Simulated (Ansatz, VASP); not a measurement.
# Be: VASP beside Ansatz

INCAR

```
  ALGO = Fast
  EDIFF = 1E-7
  EDIFFG = -0.01
  ENCUT = 600
  GGA = PE
  IBRION = 2
  ISIF = 3
  ISMEAR = 0
  LASPH = True
  LCHARG = False
  LREAL = False
  LWAVE = False
  NELM = 80
  NSW = 100
  PREC = Accurate
  SIGMA = 0.1
```

Contents of KPOINTS:

```
k-points
0
Gamma
  28 28 20
```

The input POSCAR:

```
Be
1.0
    2.0089680002      0.0000000000      0.0000000000
    0.0000000000      2.0089680002      0.0000000000
    0.0000000000      0.0000000000      2.8128419362
Be
1
Direct
    0.0000000000      0.0000000000      0.5000000000
```

Input for Ansatz:

```yaml
crystal:
  lattice:
    - [2.0089680002, 0.0, 0.0]
    - [0.0, 2.0089680002, 0.0]
    - [0.0, 0.0, 2.8128419362]
  atoms:
    - { symbol: Be, position: [0.0, 0.0, 0.5] }
basis:
  ecutwfc: 420
kpoints:
  mp_grid: { grid: [28, 28, 20] }
hamiltonian:
  xc: pbe
scf:
  occupations: { method: gaussian, width: 0.1 }
output:
  forces: true
  stress: true
  eigenvalues: true
relax:
  adjacent_minimum: "off"
  f_tol: 0.01
  max_steps: 80
  cell: { stress_tol: 0.05 }
```

Alike in both runs: task relaxation of cell and atoms; functional PBE; k mesh 28 × 28 × 20; occupations gaussian, width 0.1 eV; no spin polarisation.

|  | VASP | Ansatz |
| --- | --- | --- |
| version | VASP 6.6.1 | Ansatz 0.2.0 |
| potentials or method | VASP PAW PBE potentials, release 64 (Be), cutoff 600 eV | scalar-relativistic, plane waves, PAW |
| valence electrons in the cell | 2 | 2 |

Ansatz gave:

```
gap on the k mesh at the Fermi level, each at its own relaxed structure (eV) : none
relaxed volume (Å³/atom)                                                     : 10.89
relaxed length of the cell vector where the two differ most in proportion (Å)              : 2.020
```

Task: Which values does VASP return?

Result: gap on the k mesh at the Fermi level, each at its own relaxed structure (eV): none; relaxed volume (Å³/atom): 10.90; relaxed length of the cell vector where the two differ most in proportion (Å): 2.021.

A gap of «none» marks a metal or a gap that the smearing closes.
